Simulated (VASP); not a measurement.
# SnO (P4/nmm) in VASP: settings compared, part 2 of 2

VASP 6.6.1.

## (4) Single point, revPBE+D4

This run uses another cell than the first one, of 17.22 Å³/atom.

INCAR

```
SYSTEM = SnO
PREC = Accurate ; ENCUT = 520
EDIFF = 1E-6 ; ISMEAR = -1
SIGMA = 0.05 ; LREAL = .FALSE.
LASPH = .TRUE. ; NELM = 80
ALGO = Normal ; ISIF = 2
LWAVE = .FALSE. ; LCHARG = .FALSE.
GGA = RE ; IVDW = 13
NBANDS = 28
```

KPOINTS

```
Automatic mesh
0
G
  7 7 6
  0 0 0
```

POSCAR

```
SnO
1.0
    3.8380242849      0.0000000000      0.0000000000
    0.0000000000      3.8380242849      0.0000000000
    0.0000000000      0.0000000000      4.6769472076
Sn O
2 2
Direct
    0.5000000000      0.0000000000      0.7514440297
    0.0000000000      0.5000000000      0.2485559703
    0.0000000000      0.0000000000      0.0000000000
    0.5000000000      0.5000000000      0.0000000000
```

Run with:

```console
$ cat potpaw_PBE.64/Sn_d/POTCAR potpaw_PBE.64/O/POTCAR > POTCAR
$ mpirun -np 1 vasp_std > vasp.out
```

Wall time 2.3 min (1 thread of Intel Xeon 8259CL, shared host); peak memory 0.21 GiB.

Results (log left out):

* Free energy: -23.2389 eV
* Pressure: 0.2 GPa
* Largest force: 0.076 eV/Å
* Band gap on the k mesh: 0.11 eV (least direct gap 1.86 eV)
* Dispersion energy per atom: -0.481 eV

Forces on the atoms (eV/Å):
```
Sn   0.000  0.000 -0.076
Sn   0.000  0.000  0.076
O    0.000  0.000  0.000
O    0.000  0.000  0.000
```

Levels at points of the mesh, in eV from the valence-band top:
| k point | band 18 | band 19 | band 20 | band 21 | band 22 | band 23 |
| --- | --- | --- | --- | --- | --- | --- |
| (0.00, 0.00, 0.00) | -3.05 | -3.05 | 0.00 | 2.28 | 4.40 | 4.40 |
| (0.00, 0.00, 0.50) | -3.07 | -2.86 | -2.08 | 1.80 | 2.69 | 2.69 |

Caveat: semilocal functionals underestimate gaps, and a narrow one can read as zero; the PAW data sets were made with another functional, which shifts forces and pressure a little; spin-orbit coupling is left out, which moves the levels of the heavy elements.

## (5) Relaxation of cell and atoms, PBEsol+D3(BJ)

This run uses another cell than the first one, of 17.77 Å³/atom.

INCAR

```
PREC = Accurate
ENCUT = 600
EDIFF = 1E-7
ISMEAR = -1
SIGMA = 0.05
LREAL = False
LASPH = True
NELM = 100
ALGO = Normal
ISIF = 3
LWAVE = False
LCHARG = False
GGA = PS
IVDW = 12
IBRION = 2
NSW = 60
EDIFFG = -0.01
```

KPOINTS

```
regular mesh
0
Gamma
  7 7 6
```

POSCAR

```
SnO
1.0
    3.8136952200      0.0000000000      0.0000000000
    0.0000000000      3.8136952200      0.0000000000
    0.0000000000      0.0000000000      4.8869133000
Sn O
2 2
Direct
    0.5000000000      0.0000000000      0.7646261400
    0.0000000000      0.5000000000      0.2353738600
    0.0000000000      0.0000000000      0.0000000000
    0.5000000000      0.5000000000      0.0000000000
```

Run with:

```console
$ cat potpaw_PBE.64/Sn_d/POTCAR potpaw_PBE.64/O/POTCAR > POTCAR
$ mpirun -np 1 vasp_std > vasp.out
```

It took 19 min on 1 thread of Intel Xeon 8259CL, shared host; peak memory 0.25 GiB.

The run converged. Its results:

| Property | Result |
| --- | --- |
| Free energy | -25.1338 eV |
| Relaxed volume | 16.16 Å³/atom |
| Relaxed cell | a = 3.770 Å, b = 3.770 Å, c = 4.548 Å, α = 90.00°, β = 90.00°, γ = 90.00° |
| Space group after relaxing (to 0.1 Å) | P4/nmm (No. 129) |
| Energy gained by relaxing | 18.3 meV/atom |
| Ionic steps | 11 |
| Pressure after relaxing | 0.0 GPa |
| Largest force after relaxing | 0.006 eV/Å |
| Band gap on the k mesh | zero (bands 20 and 21 overlap by 0.24 eV) |
| Dispersion energy per atom | -0.234 eV |

Forces on the atoms (eV/Å):
```
Sn   0.000  0.000  0.006
Sn   0.000  0.000 -0.006
O    0.000  0.000  0.000
O    0.000  0.000  0.000
```

The path:
| step | energy change (eV) | largest force (eV/Å) | pressure (GPa) | volume (Å³) |
| --- | --- | --- | --- | --- |
| 1 | 0.0000 | 0.1623 | -2.33 | 71.08 |
| 2 | -0.0193 | 0.5654 | 0.76 | 68.45 |
| 3 | -0.0195 | 0.5360 | 0.54 | 68.63 |
| 4 | -0.0387 | 0.3330 | 0.34 | 67.61 |
| 5 | -0.0544 | 0.1402 | 0.10 | 65.43 |
| 6 | -0.0547 | 0.0644 | 0.12 | 65.75 |
| 7 | -0.0662 | 0.0622 | -0.07 | 65.37 |
| 8 | -0.0726 | 0.0642 | -0.27 | 64.87 |
| 9 | -0.0728 | 0.0658 | -0.29 | 64.77 |
| 10 | -0.0724 | 0.0936 | 0.57 | 64.39 |
| 11 | -0.0730 | 0.0059 | 0.03 | 64.62 |

Final structure:
```
Sn O
1.0
     3.76962    0.00000    0.00000
     0.00000    3.76962    0.00000
     0.00000    0.00000    4.54782
Sn O
2 2
Direct
  0.50000 0.00000 0.74505
  0.00000 0.50000 0.25495
  0.00000 0.00000 0.00000
  0.50000 0.50000 0.00000
```

Levels at points of the mesh, in eV from the Fermi level:
| k point | band 18 | band 19 | band 20 | band 21 | band 22 | band 23 |
| --- | --- | --- | --- | --- | --- | --- |
| (0.00, 0.00, 0.00) | -3.26 | -3.26 | 0.03 | 2.44 | 4.29 | 4.29 |
| (0.00, 0.00, 0.50) | -3.28 | -2.58 | -2.29 | 1.68 | 2.41 | 2.41 |

Caveat: semilocal functionals underestimate gaps, and a narrow one can read as zero; the PAW data sets were made with another functional, which shifts forces and pressure a little; spin-orbit coupling is left out, which moves the levels of the heavy elements.

## (6) Relaxation of cell and atoms, PBEsol+D4

This run uses another cell than the first one, of 17.77 Å³/atom.

INCAR

```
ALGO = Normal
EDIFF = 1E-6
EDIFFG = -0.01
ENCUT = 600
GGA = PS
IBRION = 2
ISIF = 3
ISMEAR = -1
IVDW = 13
LASPH = True
LCHARG = False
LREAL = False
LWAVE = False
NELM = 100
NSW = 60
PREC = Accurate
SIGMA = 0.05
```

KPOINTS

```
k-points
0
Gamma
  7 7 6
```

POSCAR is that of step 5.

Potentials or basis: VASP PAW PBE potentials, release 64 (Sn_d, O).

Run with:

```console
$ cat potpaw_PBE.64/Sn_d/POTCAR potpaw_PBE.64/O/POTCAR > POTCAR
$ mpirun -np 1 vasp_std > vasp.out
```

It took 14 min on 1 thread of Intel Xeon 8259CL, shared host; peak memory 0.24 GiB.

Results (log left out):

- Free energy: -24.8762 eV
- Relaxed volume: 16.42 Å³/atom
- Relaxed cell: a = 3.780 Å, b = 3.780 Å, c = 4.596 Å, α = 90.00°, β = 90.00°, γ = 90.00°
- Space group after relaxing (to 0.1 Å): P4/nmm (No. 129)
- Energy gained by relaxing: 11.7 meV/atom
- Ionic steps: 10
- Pressure after relaxing: 0.0 GPa
- Largest force after relaxing: 0.005 eV/Å
- Band gap on the k mesh: zero (bands 20 and 21 overlap by 0.15 eV)
- Dispersion energy per atom: -0.167 eV

Forces in eV/Å, atoms in the order of the input:
```
Sn   0.000  0.000  0.005
Sn   0.000  0.000 -0.005
O    0.000  0.000  0.000
O    0.000  0.000  0.000
```

Step by step:
```tsv
step	energy change (eV)	largest force (eV/Å)	pressure (GPa)	volume (Å³)
1	0.0000	0.1606	-1.69	71.08
2	-0.0124	0.4079	0.39	69.17
3	-0.0125	0.4331	0.61	68.98
4	-0.0225	0.2943	0.46	68.36
5	-0.0345	0.0683	0.04	66.72
6	-0.0410	0.0544	-0.02	66.42
7	-0.0466	0.0342	-0.08	65.91
8	-0.0470	0.0288	-0.09	65.73
9	-0.0469	0.0265	0.18	65.63
10	-0.0470	0.0045	0.00	65.69
```

Final structure:
```
Sn O
1.0
     3.78035    0.00000    0.00000
     0.00000    3.78035    0.00000
     0.00000    0.00000    4.59626
Sn O
2 2
Direct
  0.50000 0.00000 0.74786
  0.00000 0.50000 0.25214
  0.00000 0.00000 0.00000
  0.50000 0.50000 0.00000
```

Levels at points of the mesh, in eV from the Fermi level:
| k point | band 17 | band 18 | band 19 | band 20 | band 21 | band 22 | band 23 | band 24 |
| --- | --- | --- | --- | --- | --- | --- | --- | --- |
| (0.00, 0.00, 0.00) | -3.57 | -3.23 | -3.23 | 0.02 | 2.36 | 4.35 | 4.35 | 5.00 |
| (0.00, 0.00, 0.50) | -3.25 | -3.25 | -2.69 | -2.26 | 1.66 | 2.50 | 2.50 | 3.45 |

Caveat: semilocal functionals underestimate gaps, and a narrow one can read as zero; the PAW data sets were made with another functional, which shifts forces and pressure a little; spin-orbit coupling is left out, which moves the levels of the heavy elements.

## (7) Overview

```csv
task,level,cell,cutoff (eV),gap on the mesh (eV),pressure (GPa),relaxed volume (Å³/atom),largest force (eV/Å)
single point,PBEsol+D4,"a = 3.782, b = 3.782, c = 4.613 Å, 4 atoms, atomic positions A",520,none,0.2,-,0.09
single point,RPBE+D4,"a = 3.843, b = 3.843, c = 4.672 Å, 4 atoms, atomic positions B",520,0.11,0.2,-,0.08
single point,revPBE+D4,"a = 3.838, b = 3.838, c = 4.677 Å, 4 atoms, atomic positions C",520,0.11,0.2,-,0.08
relaxation of cell and atoms,PBEsol+D3(BJ),"relaxed from a = 3.814, b = 3.814, c = 4.887 Å, 4 atoms, atomic positions D",600,none,0.0,16.16,0.01
relaxation of cell and atoms,PBEsol+D4,"relaxed from a = 3.814, b = 3.814, c = 4.887 Å, 4 atoms, atomic positions D",600,none,0.0,16.42,-
```

Alike in all rows: potentials or basis VASP PAW PBE potentials, release 64 (Sn_d, O); no spin polarisation; k mesh 7 × 7 × 6; smearing fermi-dirac 0.05 eV.

Caveats: semilocal functionals underestimate gaps, and a narrow one can read as zero; the PAW data sets were made with another functional, which shifts forces and pressure a little; spin-orbit coupling is left out, which moves the levels of the heavy elements.

Absolute energies hang on the potentials; compare differences alone.
